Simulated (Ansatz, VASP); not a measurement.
This is a calculation of PbS for Ansatz 0.2.0.

input.yaml

```yaml
crystal:
  lattice:
    - [2.1073236324, -6.0701387599, 0.0]
    - [2.1073236324, 6.0701387599, 0.0]
    - [0.0, 0.0, 4.3356342523]
  atoms:
    - { symbol: Pb, position: [0.13056335, 0.86943665, 0.25] }
    - { symbol: Pb, position: [0.86943665, 0.13056335, 0.75] }
    - { symbol: S, position: [0.35479709, 0.64520291, 0.25] }
    - { symbol: S, position: [0.64520291, 0.35479709, 0.75] }
hamiltonian:
  xc: lda
  pseudopotentials: { kind: paw }
kpoints:
  mp_grid: { grid: [7, 7, 6] }
scf:
  occupations: { method: fermi_dirac, width: 0.05 }
output:
  forces: true
  stress: true
  eigenvalues: true
```

Potentials or basis: Ansatz PAW.

Launch:

```bash
$ ansatz run input.yaml --threads 1 --pin off --max-ram 3584MiB --backend cpu --events-out ev --progress --plain --runs-dir out
```

Task: Set up the same calculation for VASP 6.6.1. Potentials there: VASP PAW LDA potentials, release 64 (Pb_d, S).

Result: As run (the cutoff follows the program's own potentials):

Contents of INCAR:

```
SYSTEM = PbS
ALGO = Normal
EDIFF = 1E-6
ENCUT = 520
GGA = CA
ISIF = 2
ISMEAR = -1
LASPH = .True.
LCHARG = .False.
LREAL = .False.
LWAVE = .False.
NBANDS = 28
NELM = 100
PREC = Accurate
SIGMA = 0.05
```

File KPOINTS:

```
k-points
0
Gamma
  7 7 6
  0 0 0
```

The input POSCAR:

```
PbS
1.0
    2.1073236324     -6.0701387599      0.0000000000
    2.1073236324      6.0701387599      0.0000000000
    0.0000000000      0.0000000000      4.3356342523
Pb S
2 2
Direct
    0.1305633500      0.8694366500      0.2500000000
    0.8694366500      0.1305633500      0.7500000000
    0.3547970900      0.6452029100      0.2500000000
    0.6452029100      0.3547970900      0.7500000000
```

Potentials or basis: VASP PAW LDA potentials, release 64 (Pb_d, S).

The run is started by

```bash
$ cat potpaw_LDA.64/Pb_d/POTCAR potpaw_LDA.64/S/POTCAR > POTCAR
$ mpirun -np 1 vasp_std > vasp.out
```

Both were run:

|  | VASP | Ansatz | Ansatz less VASP |
| --- | --- | --- | --- |
| gap on the k mesh at the Fermi level (eV) | 1.17 | 1.18 | +0.005 |
| least direct gap on the mesh (eV) | 1.27 | 1.27 | +0.005 |
| pressure (GPa) | -5.2 | -5.2 | -0.01 |
| traceless stress, the component that is largest in VASP (GPa) | 0.45 | 0.46 | +0.018 |
| rms of the force components (eV/Å) | 0.152 | 0.157 | +0.0048 |

LDA's correlation is that of Perdew and Zunger in VASP and of Perdew and Wang (1992) in Ansatz. Atom by atom the forces differ by 0.005 eV/Å (rms over components).

Spin-orbit coupling is off throughout. Noted on Ansatz's run: odd divisions of the mesh miss points on the zone boundary, where band edges often lie, so the gap on the mesh can be too wide.
